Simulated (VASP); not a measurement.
# Pt (Fm-3m) in VASP: further runs

The runs below take Pt through relaxation of cell and atoms, single point, with PBEsol.

All numbers are computed with VASP 6.6.1; they aren't measurements. Logs are shortened: lines on timing, memory, paths and dates and some standing lists are left out, and cuts for length are marked.

**1. The cell of the first run**

It takes space group Fm-3m (No. 225, cubic). Conventional cell: a = 4.084 Å, b = 4.084 Å, c = 4.084 Å, α = 90.00°, β = 90.00°, γ = 90.00°. Within 3.8 Å of Pt (site symmetry m-3m) lie 12 Pt at 2.89 Å.

**2. Relaxation of cell and atoms, PBEsol**

File INCAR:

```
PREC = Accurate
ENCUT = 600
EDIFF = 1E-7
ISMEAR = 0
SIGMA = 0.1
LREAL = F
LASPH = T
NELM = 80
ALGO = Normal
ISIF = 3
LWAVE = F
LCHARG = F
GGA = PS
IBRION = 2
NSW = 80
EDIFFG = -0.05
```

File KPOINTS:

```
regular mesh
0
Gamma
  8 8 8
```

File POSCAR:

```
Pt
1.0
    0.0000000000      2.0418799349      2.0418799349
    2.0418799349      0.0000000000      2.0418799349
    2.0418799349      2.0418799349      0.0000000000
Pt
1
Direct
    0.0000000000      0.0000000000      0.0000000000
```

Potentials or basis: VASP PAW PBE potentials, release 64 (Pt).

Run with:

```console
$ cat potpaw_PBE.64/Pt/POTCAR > POTCAR
$ mpirun -np 1 vasp_std > vasp.out
```

OUTCAR:

```text
PREC = Accurate
   ENCUT = 600
   EDIFF = 1E-7
   ISMEAR = 0
   LREAL = F
   LASPH = T
   NELM = 80
   ISIF = 3
   GGA = PS
   IBRION = 2
   NSW = 80
   EDIFFG = -0.05

 ion  position               nearest neighbor table
   1  0.000  0.000  0.000-

  LATTYP: Found a face centered cubic cell.
 ALAT       =     4.0837598698

  Lattice vectors:

 A1 = (   0.0000000000,   2.0418799349,   2.0418799349)
 A2 = (   2.0418799349,   0.0000000000,   2.0418799349)
 A3 = (   2.0418799349,   2.0418799349,   0.0000000000)

Analysis of symmetry for initial positions (statically):
=====================================================================
 Subroutine PRICEL returns:
 Original cell was already a primitive cell.

 Routine SETGRP: Setting up the symmetry group for a
 face centered cubic supercell.

 Subroutine GETGRP returns: Found 48 space group operations
 (whereof 48 operations were pure point group operations)
 out of a pool of 48 trial point group operations.

The static configuration has the point symmetry O_h .

Analysis of symmetry for dynamics (positions and initial velocities):
=====================================================================
 Subroutine PRICEL returns:
 Original cell was already a primitive cell.

 Routine SETGRP: Setting up the symmetry group for a
 face centered cubic supercell.

 Subroutine GETGRP returns: Found 48 space group operations
 (whereof 48 operations were pure point group operations)
 out of a pool of 48 trial point group operations.

The dynamic configuration has the point symmetry O_h .

 Subroutine INISYM returns: Found 48 space group operations
 (whereof 48 operations are pure point group operations),
 and found     1 'primitive' translations

----------------------------------------------------------------------------------------

                                     Primitive cell

  volume of cell :      17.0263

  direct lattice vectors                    reciprocal lattice vectors
     0.000000000  2.041879935  2.041879935    -0.244872380  0.244872380  0.244872380
     2.041879935  0.000000000  2.041879935     0.244872380 -0.244872380  0.244872380
     2.041879935  2.041879935  0.000000000     0.244872380  0.244872380 -0.244872380

  length of vectors
     2.887654297  2.887654297  2.887654297     0.424131404  0.424131404  0.424131404

  position of ions in fractional coordinates (direct lattice)
     0.000000000  0.000000000  0.000000000

  ion indices of the primitive-cell ions
   primitive index   ion index
                 1           1

----------------------------------------------------------------------------------------

 KPOINTS: regular mesh

Automatic generation of k-mesh.
 Grid dimensions read from file:
 generate k-points for:    8    8    8

 Generating k-lattice:

  Cartesian coordinates                     Fractional coordinates (reciprocal lattice)
    -0.030609048  0.030609048  0.030609048     0.125000000  0.000000000  0.000000000
     0.030609048 -0.030609048  0.030609048     0.000000000  0.125000000  0.000000000
     0.030609048  0.030609048 -0.030609048     0.000000000  0.000000000  0.125000000

  Length of vectors
     0.053016426  0.053016426  0.053016426

  Shift w.r.t. Gamma in fractional coordinates (k-lattice)
     0.000000000  0.000000000  0.000000000

 Subroutine IBZKPT returns following result:
 ===========================================

 Found     29 irreducible k-points:

 Following reciprocal coordinates:
            Coordinates               Weight
  0.000000  0.000000  0.000000      1.000000
  0.125000  0.000000  0.000000      8.000000
  0.250000  0.000000  0.000000      8.000000
  0.375000  0.000000  0.000000      8.000000
  0.500000  0.000000  0.000000      4.000000
  0.125000  0.125000  0.000000      6.000000
[... 16 lines left out ...]
  0.500000  0.250000  0.125000     48.000000
 -0.375000  0.250000  0.125000     24.000000
 [... further k-points ...]
   k-points           NKPTS =     29   k-points in BZ     NKDIM =     29   number of bands    NBANDS=      9
   number of dos      NEDOS =    301   number of ions     NIONS =      1
   total plane-waves  NPLWV =  13824
   dimension x,y,z NGX =    24 NGY =   24 NGZ =   24
   dimension x,y,z NGXF=    48 NGYF=   48 NGZF=   48
   ions per type =               1
   NGX,Y,Z   is equivalent  to a cutoff of  13.82, 13.82, 13.82 a.u.
   NGXF,Y,Z  is equivalent  to a cutoff of  27.63, 27.63, 27.63 a.u.
 SYSTEM =  unknown system
   PREC   = accura    normal or accurate (medium, high low for compatibility)
   ISTART =      0    job   : 0-new  1-cont  2-samecut
   ICHARG =      2    charge: 1-file 2-atom 10-const
   ISPIN  =      1    spin polarized calculation?
   LNONCOLLINEAR =      F non collinear calculations
   LSORBIT =      F    spin-orbit coupling
   LASPH  =      T    aspherical Exc in radial PAW
   ENCUT  =  600.0 eV  44.10 Ry    6.64 a.u.   5.77  5.77  5.77*2*pi/ulx,y,z
   NELM   =     80;   NELMIN=  2; NELMDL= -5     # of ELM steps
   EDIFF  = 0.1E-06   stopping-criterion for ELM
   LREAL  =      F    real-space projection
   EDIFFG = -.5E-01   stopping-criterion for IOM
   NSW    =     80    number of steps for IOM
   IBRION =      2    ionic relax: 0-MD 1-quasi-New 2-CG
   NFREE  =      1    steps in history (QN), initial steepest desc. (CG)
   ISIF   =      3    stress and relaxation
   ISYM   =      2    0-nonsym 1-usesym 2-fastsym
   POTIM  = 0.5000    time-step for ionic-motion
   TEBEG  =    0.0;   TEEND  =   0.0 temperature during run
   PSTRESS=    0.0 pullay stress
   NELECT =      10.0000    total number of electrons
   NUPDOWN=      -1.0000    fix difference up-down
   EMIN   =  10.00;   EMAX   =-10.00  energy-range for DOS
   EFERMI =   0.00;   METHOD = LEGACY
   ISMEAR =     0;   SIGMA  =   0.10  broadening in eV -4-tet -1-fermi 0-gaus
   EFERMI_NEDOS =   21; number of points for ismear=-14 and -15
   IALGO  =     38    algorithm
   IMIX   =      4    mixing-type and parameters
     AMIX     =   0.40;   BMIX     =  1.00
     AMIX_MAG =   1.60;   BMIX_MAG =  1.00
  volume/ion in A,a.u.               =      17.03       114.90
  Fermi-wavevector in a.u.,A,eV,Ry     =   1.370991  2.590797 25.573736  1.879617
  Thomas-Fermi vector in A             =   2.496728
   LORBIT       =      0    0 simple, 1 ext, 2 COOP (PROOUT), +10 PAW based schemes
   GGA     = PS    functional components
   LHFCALC =     F    Hartree Fock is set to
   AEXX    =    0.0000 exact exchange contribution
   IVDW    =     0    specifies the selected vdW correction
   LEPSILON=     F    determine dielectric tensor
   LRPA    =     F    only Hartree local field effects (RPA)
 conjugate gradient relaxation of ions
 non-spin polarized calculation
 Gauss-broadening in eV      SIGMA  =   0.10
  energy-cutoff  :      600.00
  volume of cell :       17.03
 maximum number of plane-waves:       588
   NGX = 11   NGY = 11   NGZ = 11

--------------------------------------- Ionic step        1  -------------------------------------------

 number of electron      10.0000000 magnetization

 Free energy of the ion-electron system (eV)
  ---------------------------------------------------
  ext. energy  EPLUGINS =         0.00000000
  ---------------------------------------------------
  free energy    TOTEN  =        -6.76485435 eV

  energy without entropy =       -6.75270386  energy(sigma->0) =       -6.75877911

 E-fermi :   8.8435     XC(G=0): -12.9237

 val. band max:        8.7264639359   @ k =  -0.3750   0.3750   0.0000
 cond. band min:       8.8499705456   @ k =   0.5000   0.0000   0.0000
 fundamental gap:      0.1235066097
 Fermi energy:         8.8434600974

 k-point     1 :       0.0000    0.0000    0.0000
  band No.  band energies     occupation
      1      -0.0856      2.00000
      2       5.7636      2.00000
      3       5.7636      2.00000
      4       5.7636      2.00000
      5       7.5405      2.00000
      6       7.5405      2.00000
      7      23.7869      0.00000
      8      28.0615      0.00000
      9      28.0615      0.00000

 k-point     2 :       0.1250    0.0000    0.0000
  band No.  band energies     occupation
      1       0.4597      2.00000
      2       5.5706      2.00000
      3       5.9472      2.00000
      4       5.9472      2.00000
      5       7.4647      2.00000
      6       7.4647      2.00000
      7      24.4543      0.00000
      8      25.6018      0.00000
      9      28.7992      0.00000

 k-point     3 :       0.2500    0.0000    0.0000
  band No.  band energies     occupation
      1       1.7838      2.00000
      2       5.4821      2.00000
      3       6.0819      2.00000
      4       6.0819      2.00000
      5       7.6980      2.00000
      6       7.6980      2.00000
      7      21.3904      0.00000
      8      25.0696      0.00000
      9      30.0846      0.00000
[... 370 lines left out ...]
 VOLUME and BASIS-vectors are now :
 -----------------------------------------------------------------------------
  energy-cutoff  :      600.00
  volume of cell :       15.07
      direct lattice vectors                 reciprocal lattice vectors
     0.000000000  1.960599466  1.960599466    -0.255024042  0.255024042  0.255024042
     1.960599466  0.000000000  1.960599466     0.255024042 -0.255024042  0.255024042
     1.960599466  1.960599466  0.000000000     0.255024042  0.255024042 -0.255024042

 POSITION                                       TOTAL-FORCE (eV/Angst)
 -----------------------------------------------------------------------------------
      1.96060      1.96060      0.00000         0.000000      0.000000      0.000000
 -----------------------------------------------------------------------------------
    total drift:                                0.000000      0.000000     -0.000000

  FREE ENERGIE OF THE ION-ELECTRON SYSTEM (eV)
  ---------------------------------------------------
  free  energy   TOTEN  =        -6.9565055382 eV

  energy  without entropy=       -6.9476463657  energy(sigma->0) =       -6.95207595

--------------------------------------- Ionic step        5  -------------------------------------------

 number of electron       9.9999999 magnetization

 Free energy of the ion-electron system (eV)
  ---------------------------------------------------
  ext. energy  EPLUGINS =         0.00000000
  ---------------------------------------------------
  free energy    TOTEN  =        -6.95693943 eV

  energy without entropy =       -6.94817797  energy(sigma->0) =       -6.95255870

 E-fermi :  11.1512     XC(G=0): -13.6708

 val. band max:       11.0070767593   @ k =  -0.3750   0.3750   0.0000
 cond. band min:      11.1514807387   @ k =  -0.2500   0.1250   0.0000
 fundamental gap:      0.1444039794
 Fermi energy:        11.1512169881

 k-point     1 :       0.0000    0.0000    0.0000
  band No.  band energies     occupation
      1       0.8515      2.00000
      2       7.3467      2.00000
      3       7.3467      2.00000
      4       7.3467      2.00000
      5       9.5421      2.00000
      6       9.5421      2.00000
      7      25.8296      0.00000
      8      30.8199      0.00000
      9      30.8199      0.00000

 k-point     2 :       0.1250    0.0000    0.0000
  band No.  band energies     occupation
      1       1.4661      2.00000
      2       7.1002      2.00000
      3       7.5685      2.00000
      4       7.5685      2.00000
      5       9.4388      2.00000
      6       9.4388      2.00000
      7      26.7326      0.00000
      8      28.3452      0.00000
      9      31.7686      0.00000

 k-point     3 :       0.2500    0.0000    0.0000
  band No.  band energies     occupation
      1       2.9113      2.00000
      2       6.9867      2.00000
      3       7.7269      2.00000
      4       7.7269      2.00000
      5       9.7161      2.00000
      6       9.7161      2.00000
      7      24.5065      0.00000
      8      27.5904      0.00000
      9      33.8966      0.00000
[... 265 lines left out ...]
 VOLUME and BASIS-vectors are now :
 -----------------------------------------------------------------------------
  energy-cutoff  :      600.00
  volume of cell :       14.99
      direct lattice vectors                 reciprocal lattice vectors
     0.000000000  1.956867327  1.956867327    -0.255510424  0.255510424  0.255510424
     1.956867327  0.000000000  1.956867327     0.255510424 -0.255510424  0.255510424
     1.956867327  1.956867327  0.000000000     0.255510424  0.255510424 -0.255510424

 POSITION                                       TOTAL-FORCE (eV/Angst)
 -----------------------------------------------------------------------------------
      0.00000      0.00000      0.00000        -0.000000     -0.000000     -0.000000
 -----------------------------------------------------------------------------------
    total drift:                               -0.000000      0.000000     -0.000000

  FREE ENERGIE OF THE ION-ELECTRON SYSTEM (eV)
  ---------------------------------------------------
  free  energy   TOTEN  =        -6.9569394277 eV

  energy  without entropy=       -6.9481779691  energy(sigma->0) =       -6.95255870

 reached required accuracy - stopping structural energy minimisation
```

It took 9.9 s on 1 thread of Intel Xeon 6975P-C (Granite Rapids), shared host; peak memory 0.15 GiB.

What came out:

| Property | Result |
| --- | --- |
| Free energy | -6.9569 eV |
| Relaxed volume | 14.99 Å³/atom |
| Relaxed cell | a = 2.767 Å, b = 2.767 Å, c = 2.767 Å, α = 60.00°, β = 60.00°, γ = 60.00° |
| Space group after relaxing (to 0.05 Å) | Fm-3m (No. 225) |
| Energy gained by relaxing | 192.1 meV/atom |
| Ionic steps | 5 |
| Pressure after relaxing | 0.0 GPa |
| Band gap on the k mesh | zero (band 5 reaches 11.69 eV, above the bottom of band 6 at 9.44 eV) |

The path:
| step | energy change (eV) | largest force (eV/Å) | pressure (GPa) | volume (Å³) |
| --- | --- | --- | --- | --- |
| 1 | 0.0000 | 0.0000 | -26.04 | 17.03 |
| 2 | 1.5648 | 0.0000 | 196.15 | 11.08 |
| 3 | -0.1897 | 0.0000 | -3.74 | 15.19 |
| 4 | -0.1917 | 0.0000 | -1.62 | 15.07 |
| 5 | -0.1921 | 0.0000 | 0.02 | 14.99 |

Final structure:
```yaml
crystal:
  lattice:
    - [0.00000, 1.95687, 1.95687]
    - [1.95687, 0.00000, 1.95687]
    - [1.95687, 1.95687, 0.00000]
  atoms:
    - { symbol: Pt, position: [0.00000, 0.00000, 0.00000] }
```

Caveat: the PAW data sets were made with another functional, which shifts forces and pressure a little; spin-orbit coupling is left out, which moves the levels of the heavy elements.

[end of part 1 of 2]
